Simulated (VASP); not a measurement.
Runs of VASP 6.6.1 on Al4Pt. The structure is that of space group Pm-3m (No. 221), or close to it. The cells are those of the table. 

```tsv
task	cell	k mesh	cutoff (eV)	gap on the mesh (eV)	pressure (GPa)	relaxed volume (Å³/atom)
single point	a = 4.775 Å, 5 atoms	4 × 4 × 4	520	none	(b)	-
relaxation of cell and atoms	relaxed from a = 4.123 Å, 5 atoms	4 × 4 × 4	600	none	-0.2	21.87
single point	a = 4.782 Å, 5 atoms	8 × 8 × 8	520	none	-0.1	-
relaxation of cell and atoms	relaxed from a = 4.775 Å, 5 atoms	8 × 8 × 8	600	none	0.0	21.86
single point	a = 4.123 Å, 5 atoms	4 × 4 × 4	520	none	(a)	-
```

Alike in all rows: level PBE; potentials or basis VASP PAW PBE potentials, release 64 (Al, Pt); no spin polarisation; smearing gaussian 0.1 eV.

Question: Estimate the missing entries.

Answer: (a) 82.9; (b) 0.1.

Caveats: some runs use coarse meshes; spin-orbit coupling is left out, which moves the levels of the heavy elements; the volume moved by over 15 % at a fixed basis, so the end points are rough (some runs).

A k mesh can miss the band edges, and the runs leave out spin-orbit coupling on Pt.

A gap of «none» marks levels without a gap at the run's occupations.
